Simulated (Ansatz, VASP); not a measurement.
One calculation of Mo, two programs

Contents of INCAR:

```
  ALGO = Normal
  EDIFF = 1E-6
  ENCUT = 520
  GGA = PE
  ISIF = 2
  ISMEAR = -1
  LASPH = T
  LCHARG = T
  LELF = T
  LREAL = F
  LVHAR = T
  LWAVE = F
  NBANDS = 13
  NELM = 80
  PREC = Accurate
  SIGMA = 0.1
```

File KPOINTS:

```
k-points
0
Gamma
  4 4 4
```

POSCAR

```
Mo
1.0
   -1.5813793950      1.5813793950      1.5813793950
    1.5813793950     -1.5813793950      1.5813793950
    1.5813793950      1.5813793950     -1.5813793950
Mo
1
Direct
    0.0000000000      0.0000000000      0.0000000000
```

Input for Ansatz:

```yaml
crystal:
  lattice:
    - [-1.581379395, 1.581379395, 1.581379395]
    - [1.581379395, -1.581379395, 1.581379395]
    - [1.581379395, 1.581379395, -1.581379395]
  atoms:
    - { symbol: Mo, position: [0.0, 0.0, 0.0] }
hamiltonian:
  xc: pbe
  pseudopotentials:
    kind: paw
    azcp:
      Mo: "pseudopotentials/Mo.paw.azcp"
basis:
  ecutwfc: 420
  fft_grid_basis: typed
kpoints:
  mp_grid: { grid: [4, 4, 4], shift: [0, 0, 0] }
magnetization:
  spin_polarized: false
scf:
  occupations: { method: fermi_dirac, width: 0.1 }
  lower_state_search: "off"
output:
  stress: true
  write_density: true
  write_potential: true
  elf: true
  volumetric_format: npy
```

Alike in both runs: task single point; functional PBE; k mesh 4 × 4 × 4; occupations fermi-dirac, width 0.1 eV; no spin polarisation.

```csv
,VASP,Ansatz
version,VASP 6.6.1,Ansatz 0.2.0
potentials or method,"VASP PAW PBE potentials, release 64 (Mo_sv), cutoff 520 eV","plane waves (420 eV) with PAW, scalar-relativistic"
valence electrons in the cell,14,14
```

VASP gave:

| Item | Value |
| --- | --- |
| pressure (GPa) | 0.6 |

**Question.** Which values does Ansatz return?

**Answer.** Pressure (GPa): 0.0.

With one functional, cell and mesh, what is left measures potentials, basis and numerics.

The k mesh is coarse, so the values compare programs but aren't converged.
